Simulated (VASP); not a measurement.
Runs of VASP 6.6.1 on ZnSe (Stilleite). Symmetry: F-43m, No. 216, cubic system. The conventional cell has a = 5.665 Å, b = 5.665 Å, c = 5.665 Å, α = 90.00°, β = 90.00°, γ = 90.00°. Zn (site symmetry -43m) has 4 Se at 2.45 Å within 3.2 Å. Within 3.2 Å of Se (site symmetry -43m) lie 4 Zn at 2.45 Å. 

```tsv
level	k mesh	smearing	grid for exact exchange (PRECFOCK)	share of exact exchange	screening parameter	gap on the mesh (eV)	pressure (GPa)
PBE	6 × 6 × 6	fermi-dirac 0.2 eV	-	-	-	1.29	2.5
PBE+D4	6 × 6 × 6	gaussian 0.01 eV	-	-	-	1.29	0.1
PBE	6 × 6 × 6	methfessel-paxton 0.05 eV	-	-	-	1.29	2.5
PBE	6 × 6 × 6	gaussian 0.5 eV	-	-	-	1.29	2.5
PBE-based screened hybrid	4 × 4 × 4	gaussian 0.01 eV	Normal	0.2	0.3 1/Å	(a)	1.9
```

Alike in all rows: task single point; potentials or basis VASP PAW PBE potentials, release 64 (Zn, Se); no spin polarisation; cell as given; cutoff (eV) 520.

Estimate the missing entries.

(a) 2.04.

Caveats: some runs use coarse meshes; the PAW data sets were made with another functional, which shifts forces and pressure a little (some runs).

A k mesh can miss the band edges, and the runs leave out spin-orbit coupling on Se.
